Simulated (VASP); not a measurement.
Input of a VASP 6.6.1 run:

Contents of INCAR:

```
SYSTEM = BiW17S36
PREC = Accurate ; ENCUT = 400
EDIFF = 1E-6 ; ISMEAR = -1
SIGMA = 0.01 ; LREAL = Auto
LASPH = .TRUE. ; NELM = 200
ALGO = Normal ; ISIF = 2
LWAVE = .FALSE. ; LCHARG = .FALSE.
ISPIN = 2 ; MAGMOM = 0 0.1 0 0.1 0 0.1 0 0.11 0 0 0.1 0 0.1 0 0.11 0 0.1 0.02 0 0.02 0 0 0 0 0 0 0 0 0 0.05 0 0.05 0 0.05 0 0.05 0 0 0 0 0 0.02 0 0.02 0 0.05 0 0.05 0 0.02 0 0.02 0 0.02
LORBIT = 11 ; NUPDOWN = 2.0
LMAXMIX = 4 ; GGA = PE
NBANDS = 272 ; NELECT = 468.0
GGA_COMPAT = .FALSE.
```

File KPOINTS:

```
regular mesh
0
G
  1 1 1
  0 0 0
```

The input POSCAR:

```
BiW17S36
1.0
    9.3812494643     -0.0000000850      0.0000000000
   -4.6906246585      8.1244003979      0.0000000000
    0.0000000000      0.0000000000     12.1647637133
W S Bi
17 36 1
Direct
    0.1099129479      0.2210568744      0.2498338468
    0.2099476784      0.0988357699      0.7502175661
    0.1103399901      0.5543518913      0.2499305325
    0.2123469204      0.4468472829      0.7503644975
    0.1102033922      0.8878006360      0.2499208785
    0.2213591694      0.7767162287      0.7503884772
    0.4435647532      0.2210623760      0.2500135833
    0.5479211201      0.0973739170      0.7504417351
    0.4436655696      0.5543635104      0.2499484240
    0.4436536951      0.8876806880      0.2499106270
    0.5512208370      0.7857125848      0.7503904013
    0.7769164155      0.2210752110      0.2498997653
    0.8866166982      0.1114498957      0.7503908711
    0.7769623090      0.5544264278      0.2498567598
    0.9006675188      0.4501569859      0.7503205218
    0.7769580774      0.8880889338      0.2500026047
    0.8992048868      0.7881534005      0.7504860441
    0.1094129045      0.2216137845      0.6201556965
    0.2206942767      0.1106748637      0.1196327685
    0.1094328920      0.2213641259      0.8805369124
    0.2205787314      0.1106724146      0.3803546473
    0.1125632662      0.5579779084      0.6153427093
    0.2207921233      0.4437767492      0.1193196256
    0.1123393143      0.5577537661      0.8853811966
    0.2208724565      0.4437265925      0.3804286380
    0.1120685731      0.8859915230      0.6155504638
    0.2209998771      0.7770912742      0.1194577366
    0.1120316292      0.8860527032      0.8851724129
    0.2209289367      0.7770124575      0.3803994635
    0.4262869081      0.1922864334      0.6148266131
    0.5541777528      0.1103295521      0.1193775783
    0.4263109368      0.1927530844      0.8854538574
    0.5543637712      0.1105197751      0.3805084244
    0.4304206980      0.5678112185      0.6154101633
    0.5541949061      0.4436915830      0.1190320176
    0.4305404332      0.5673114375      0.8849682786
    0.5543240853      0.4438082605      0.3808619567
    0.4403282373      0.8857069150      0.6153905508
    0.5542578200      0.7770910983      0.1194348321
    0.4401414870      0.8855176386      0.8854332608
    0.5542695014      0.7772861421      0.3805456699
    0.7744342302      0.2235181244      0.6212731915
    0.8872066382      0.1104941451      0.1190979673
    0.7745612280      0.2236650692      0.8795055099
    0.8874889646      0.1108038811      0.3807278846
    0.8059128024      0.5721035464      0.6149326725
    0.8874941748      0.4436693175      0.1193237867
    0.8050989436      0.5714302491      0.8855533055
    0.8876858554      0.4437547403      0.3804524889
    0.7767210008      0.8887265045      0.6202002443
    0.8873126539      0.7773660523      0.1195011008
    0.7764727160      0.8886506725      0.8806077041
    0.8873495192      0.7773457518      0.3802284874
    0.5556492312      0.4423834012      0.7497122007
```

Potentials or basis: VASP PAW PBE potentials, release 64 (W_sv, S, Bi_d).

Launch:

```bash
$ cat potpaw_PBE.64/W_sv/POTCAR potpaw_PBE.64/S/POTCAR potpaw_PBE.64/Bi_d/POTCAR > POTCAR
$ mpirun -np 1 vasp_gam > vasp.out
```

Problem. Estimate the largest force.

Solution. 0.647 eV/Å.

Forces on the atoms (eV/Å):
```
W   -0.148  0.131  0.014
W    0.325 -0.217  0.014
W   -0.189  0.132 -0.014
W   -0.004 -0.030 -0.004
W   -0.140  0.079  0.000
W    0.051 -0.030 -0.003
W   -0.169  0.077 -0.009
W    0.291  0.044 -0.008
W   -0.197  0.115  0.001
W   -0.204  0.096  0.013
W    0.026  0.016 -0.007
W   -0.206  0.116 -0.001
W    0.068 -0.037  0.004
W   -0.155  0.109  0.014
W    0.109 -0.275 -0.001
W   -0.188  0.064 -0.017
W    0.359 -0.174 -0.022
S   -0.003  0.120  0.618
S    0.141 -0.055  0.382
S   -0.008  0.139 -0.632
S    0.139 -0.056 -0.399
S   -0.100 -0.031  0.481
S    0.131 -0.020  0.424
S   -0.091 -0.016 -0.486
S    0.116 -0.023 -0.409
S   -0.208  0.111  0.528
S    0.065 -0.044  0.532
S   -0.196  0.120 -0.530
S    0.069 -0.034 -0.523
S    0.026  0.218  0.038
S    0.033 -0.026  0.421
S    0.033  0.227 -0.037
S    0.034 -0.048 -0.416
S    0.110 -0.070  0.095
S    0.084 -0.048  0.447
S    0.116 -0.059 -0.095
S    0.084 -0.048 -0.441
S   -0.034  0.089  0.479
S    0.079 -0.087  0.415
S   -0.025  0.099 -0.485
S    0.083 -0.104 -0.419
S   -0.103  0.066  0.574
S    0.099 -0.045  0.431
S   -0.108  0.055 -0.584
S    0.090 -0.063 -0.424
S   -0.181 -0.145  0.035
S    0.059 -0.005  0.423
S   -0.175 -0.124 -0.041
S    0.039 -0.013 -0.413
S   -0.125 -0.066  0.624
S    0.118 -0.091  0.404
S   -0.108 -0.058 -0.627
S    0.119 -0.096 -0.378
Bi  -0.030  0.019  0.011
```

Caveat: the k points lie up to 0.77 Å⁻¹ apart; the cell carries a net charge on a neutralising background, which shifts energy and pressure; the total moment is fixed, so each spin has its own Fermi level.
